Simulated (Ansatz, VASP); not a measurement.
Two plane-wave programs on SiC

```
Si C
1.0
     3.07536    0.00000    0.00000
    -1.53768    2.66334    0.00000
     0.00000    0.00000    4.92342
Si C
2 2
Direct
  0.33333 0.66667 0.99816
  0.66667 0.33333 0.49816
  0.33333 0.66667 0.37684
  0.66667 0.33333 0.87684
```

Change from the starting cell: uniaxial_z strain -2.5%.

Alike in both runs: task single point; functional PBE; k mesh 12 × 12 × 6; occupations fermi-dirac, width 0.02 eV; no spin polarisation.

|  | VASP | Ansatz |
| --- | --- | --- |
| version | VASP 6.6.1 | Ansatz 0.2.0 |
| potentials or method | VASP PAW PBE potentials, release 64 (Si, C) | plane waves, PAW |
| plane-wave cutoff (eV) | 520 | 420 |
| valence electrons in the cell | 16 | 16 |

```tsv
	VASP	Ansatz	Ansatz less VASP
gap on the k mesh at the Fermi level (eV)	2.29	2.30	+0.003
pressure (GPa)	9.4	9.4	+0.07
traceless stress, the component that is largest in VASP (GPa)	8.44	8.38	-0.057
rms of the force components (eV/Å)	0.016	0.016	+0.0004
```

Atom by atom the forces differ by 0.000 eV/Å (rms over components). With one functional, cell and mesh, what is left measures potentials, basis and numerics.
